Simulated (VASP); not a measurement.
Input of a VASP 6.6.1 run:

File POSCAR:

```
HgTe
1.0
    0.0000000000      3.2836564496      3.2836564496
    3.2836564496      0.0000000000      3.2836564496
    3.2836564496      3.2836564496      0.0000000000
Hg Te
1 1
Direct
    0.0000000000      0.0000000000      0.0000000000
    0.2500000000      0.2500000000      0.2500000000
```

File INCAR.step1:

```
  ALGO = Normal
  EDIFF = 1E-5
  ENCUT = 520
  GGA = PE
  ISIF = 2
  ISMEAR = 0
  LASPH = True
  LCHARG = False
  LREAL = False
  LWAVE = True
  NBANDS = 16
  NELM = 100
  PREC = Accurate
  SIGMA = 0.01
```

File INCAR.step2:

```
  ALGO = Normal
  EDIFF = 1E-6
  ENCUT = 520
  GGA = PE
  HFSCREEN = 0.2079
  ISIF = 2
  ISMEAR = 0
  ISTART = 1
  LASPH = True
  LCHARG = False
  LHFCALC = True
  LREAL = False
  LWAVE = False
  NBANDS = 16
  NELM = 100
  PREC = Accurate
  PRECFOCK = Normal
  SIGMA = 0.01
```

Contents of KPOINTS:

```
k-points
0
Gamma
  6 6 6
```

Potentials or basis: VASP PAW PBE potentials, release 64 (Hg, Te).

Launch:

```console
$ cat potpaw_PBE.64/Hg/POTCAR potpaw_PBE.64/Te/POTCAR > POTCAR
$ cp INCAR.step1 INCAR
$ mpirun -np 1 vasp_std > vasp.out
$ cp INCAR.step2 INCAR
$ mpirun -np 1 vasp_std > vasp.out
```

(1) What does it give for the pressure?

(2) Predict the band gap on the k mesh.

## Answers

(1) -0.1 GPa.

(2) zero (filled and empty bands touch).

Caveat: the PAW data sets were made with another functional, which shifts forces and pressure a little; spin-orbit coupling is left out, which moves the levels of the heavy elements.
